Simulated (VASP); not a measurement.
# KNd2Sb3 in VASP: a series of runs, part 2 of 2

VASP 6.6.1. Earlier steps stand in the parts before.

## Step 3: Single point, PBE

This run uses another cell than the first one, of 51.65 Å³/atom.

File INCAR:

```
SYSTEM = KNd2Sb3
PREC = Accurate
ENCUT = 500
EDIFF = 1E-6
ISMEAR = 0
SIGMA = 0.2
LREAL = .FALSE.
LASPH = .TRUE.
NELM = 200
ALGO = Normal
ISIF = 2
LWAVE = .FALSE.
LCHARG = .FALSE.
GGA = PE
NBANDS = 32
GGA_COMPAT = .FALSE.
LMAXMIX = 6
```

File KPOINTS:

```
Automatic mesh
0
G
  4 4 2
  0 0 0
```

File POSCAR:

```
KNd2Sb3
1.0
    5.5099896476     -0.0000000035      0.0000000000
   -2.7549948208      4.7717910112      0.0000000000
    0.0000000000      0.0000000000     11.7875440284
K Nd Sb
1 2 3
Direct
    0.0000000000      0.0000000000      0.0000000000
    0.0000000000      0.0000000000      0.2598694235
    0.0000000000      0.0000000000      0.7401305765
    0.3333333333      0.6666666667      0.0000000000
    0.6666666667      0.3333333333      0.0000000000
    0.0000000000      0.0000000000      0.5000000000
```

Potentials or basis: VASP PAW PBE potentials, release 64 (K_sv, Nd_3, Sb), 4f in core.

Run with:

```bash
$ cat potpaw_PBE.64/K_sv/POTCAR potpaw_PBE.64/Nd_3/POTCAR potpaw_PBE.64/Sb/POTCAR > POTCAR
$ mpirun -np 1 vasp_std > vasp.out
```

Wall time 47 s (1 thread of Intel Xeon 6975P-C (Granite Rapids), shared host); peak memory 0.39 GiB.

The run converged. Its results:

| Property | Result |
| --- | --- |
| Free energy | -18.5489 eV |
| Pressure | 0.4 GPa |
| Largest force | 0.020 eV/Å |
| Band gap on the k mesh | zero (bands 23 and 24 overlap by 0.18 eV) |

Forces on the atoms (eV/Å):
```
K    0.000  0.000  0.000
Nd   0.000  0.000 -0.020
Nd   0.000  0.000  0.020
Sb   0.000  0.000  0.000
Sb   0.000  0.000  0.000
Sb   0.000  0.000  0.000
```

Stress tensor (GPa, compression positive):
```
0.56 0.00 0.00
0.00 0.56 0.00
0.00 0.00 0.09
```

Levels at points of the mesh, in eV from the Fermi level:
```tsv
k point	band 18	band 19	band 20	band 21	band 22	band 23	band 24	band 25	band 26	band 27
(0.00, 0.00, 0.00)	-3.20	-1.82	-0.93	-0.83	-0.83	0.17	0.43	0.43	0.53	0.53
(0.50, 0.00, 0.00)	-2.23	-1.98	-1.53	-1.33	-0.89	0.00	0.24	0.71	0.91	0.97
(0.00, 0.00, 0.50)	-3.13	-2.26	-0.83	-0.83	-0.75	0.03	0.08	0.08	0.57	0.57
(0.50, 0.00, 0.50)	-2.43	-1.76	-1.50	-1.46	-0.99	0.07	0.51	0.89	0.90	0.92
```

Caveat: spin-orbit coupling is left out, which moves the levels of the heavy elements; the 4f electrons are frozen in the core, so they carry no moment and show no levels.

## Step 4: Single point, PBE

This run uses another cell than the first one, of 37.89 Å³/atom.

INCAR, as its differences from that of step 3:

```diff
@@ -5,3 +5,3 @@
 ISMEAR = 0
-SIGMA = 0.2
+SIGMA = 0.1
 LREAL = .FALSE.
```

File KPOINTS:

```
regular mesh
0
G
  6 6 8
  0 0 0
```

File POSCAR:

```
KNd2Sb3
1.0
    7.6105184632      0.0000000000      0.0000000000
   -3.8052592316      6.5909023251      0.0000000000
    0.0000000000      0.0000000000      4.5326667448
K Nd Sb
1 2 3
Direct
    0.0000000000      0.0000000000      0.5329643491
    0.6666666667      0.3333333333      1.0320281827
    0.3333333333      0.6666666667      1.0320281827
    0.5000000000      0.5000000000      0.5322054118
    0.5000000000      0.0000000000      0.5322054118
    0.0000000000      0.5000000000      0.5322054118
```

Potentials or basis: VASP PAW PBE potentials, release 64 (K_sv, Nd_3, Sb), 4f in core.

Run with:

```bash
$ cat potpaw_PBE.64/K_sv/POTCAR potpaw_PBE.64/Nd_3/POTCAR potpaw_PBE.64/Sb/POTCAR > POTCAR
$ mpirun -np 1 vasp_std > vasp.out
```

OUTCAR:

```text
SYSTEM = KNd2Sb3
   PREC = Accurate
   ENCUT = 500
   EDIFF = 1E-6
   ISMEAR = 0
   LREAL = .FALSE.
   LASPH = .TRUE.
   NELM = 200
   ISIF = 2
   GGA = PE

 ion  position               nearest neighbor table
   1  0.000  0.000  0.533-
   2  0.667  0.333  0.032-   5 3.16   6 3.16   4 3.16   5 3.16   6 3.16   4 3.16
   3  0.333  0.667  0.032-   5 3.16   6 3.16   4 3.16   5 3.16   6 3.16   4 3.16
   4  0.500  0.500  0.532-   2 3.16   3 3.16   2 3.16   3 3.16
   5  0.500  0.000  0.532-   2 3.16   3 3.16   2 3.16   3 3.16
   6  0.000  0.500  0.532-   2 3.16   3 3.16   2 3.16   3 3.16

  LATTYP: Found a hexagonal cell.
 ALAT       =     7.6105184632
[... 1045 lines left out ...]
  -------------------------------------------------------------------------------------
  Total        0.1385601      0.1385601      0.3341609      0.0000000      0.0000000      0.0000000
  in kB        0.9764182      0.9764182      2.3547960      0.0000000      0.0000000      0.0000000
  external PRESSURE =       1.4358775 kB  Pullay stress =       0.0000000 kB

 VOLUME and BASIS-vectors are now :
 -----------------------------------------------------------------------------
  energy-cutoff  :      500.00
  volume of cell :      227.36
      direct lattice vectors                 reciprocal lattice vectors
     7.610518463  0.000000000  0.000000000     0.131397093  0.075862147  0.000000000
    -3.805259232  6.590902325  0.000000000     0.000000000  0.151724294  0.000000000
     0.000000000  0.000000000  4.532666745     0.000000000  0.000000000  0.220620676

 POSITION                                       TOTAL-FORCE (eV/Angst)
 -----------------------------------------------------------------------------------
      0.00000      0.00000      2.41575         0.000000      0.000000     -0.000349
      3.80526      2.19697      0.14517         0.000000      0.000000      0.007196
     -0.00000      4.39393      0.14517        -0.000000     -0.000000      0.007196
      1.90263      3.29545      2.41231         0.000000      0.000000     -0.004681
      3.80526      0.00000      2.41231         0.000000      0.000000     -0.004681
     -1.90263      3.29545      2.41231         0.000000      0.000000     -0.004681
 -----------------------------------------------------------------------------------
    total drift:                               -0.000000     -0.000000      0.000049

  FREE ENERGIE OF THE ION-ELECTRON SYSTEM (eV)
  ---------------------------------------------------
  free  energy   TOTEN  =       -27.2593534789 eV

  energy  without entropy=      -27.2480182263  energy(sigma->0) =      -27.25368585
```

stdout:

```text
POSCAR found type information on POSCAR K NdSb
 POSCAR found :  3 types and       6 ions
 scaLAPACK will be used
 LDA part: xc-table for (Slater+PW92), standard interpolation
 POSCAR, INCAR and KPOINTS ok, starting setup
 FFT: planning ... GRIDC
 FFT: planning ... GRID_SOFT
 FFT: planning ... GRID
 WAVECAR not read
 entering main loop
```

It took 1.7 min on 1 thread of Intel Xeon 6975P-C (Granite Rapids), shared host; peak memory 0.46 GiB.

What came out:

```yaml
Free_energy: -27.2594 eV
Pressure: 0.1 GPa
Largest_force: 0.007 eV/Å
Band_gap_on_the_k_mesh: zero (bands 23 and 24 overlap by 1.51 eV)
```

Forces on the atoms (eV/Å):
```
K    0.000  0.000  0.000
Nd   0.000  0.000  0.007
Nd   0.000  0.000  0.007
Sb   0.000  0.000 -0.005
Sb   0.000  0.000 -0.005
Sb   0.000  0.000 -0.005
```

Levels at points of the mesh, in eV from the Fermi level:
| k point | band 20 | band 21 | band 22 | band 23 | band 24 | band 25 | band 26 | band 27 |
| --- | --- | --- | --- | --- | --- | --- | --- | --- |
| (0.00, 0.00, 0.00) | -1.69 | -0.69 | -0.48 | 0.65 | 0.65 | 0.84 | 1.43 | 1.43 |
| (0.50, 0.00, 0.00) | -1.72 | -1.43 | -1.20 | -1.03 | 0.69 | 0.75 | 1.13 | 1.85 |
| (0.00, 0.00, 0.50) | -2.02 | -2.02 | 0.44 | 0.44 | 0.62 | 0.62 | 1.24 | 2.07 |
| (0.50, 0.00, 0.50) | -1.98 | -1.87 | -1.13 | -0.97 | 0.36 | 0.68 | 1.07 | 2.01 |

Caveat: spin-orbit coupling is left out, which moves the levels of the heavy elements; the 4f electrons are frozen in the core, so they carry no moment and show no levels.

## Step 5: The runs side by side

```tsv
cell	k mesh	smearing	gap on the mesh (eV)	pressure (GPa)	largest force (eV/Å)
a = 6.278, b = 6.278, c = 8.948 Å, angles 90.0, 90.0, 120.0°, 6 atoms, atomic positions A	4 × 4 × 2	gaussian 0.2 eV	none	0.6	0.03
a = 5.510, b = 5.510, c = 11.788 Å, angles 90.0, 90.0, 120.0°, 6 atoms, atomic positions B	4 × 4 × 2	gaussian 0.2 eV	none	0.4	0.02
a = 7.611, b = 7.611, c = 4.533 Å, angles 90.0, 90.0, 120.0°, 6 atoms, atomic positions C	6 × 6 × 8	gaussian 0.1 eV	none	0.1	0.01
```

Alike in all rows: task single point; level PBE; potentials or basis VASP PAW PBE potentials, release 64 (K_sv, Nd_3, Sb), 4f in core; no spin polarisation; cutoff (eV) 500.

Caveats: spin-orbit coupling is left out, which moves the levels of the heavy elements; the 4f electrons are frozen in the core, so they carry no moment and show no levels.

Total energies depend on the potentials used, so only differences within one code and one set of settings carry meaning.
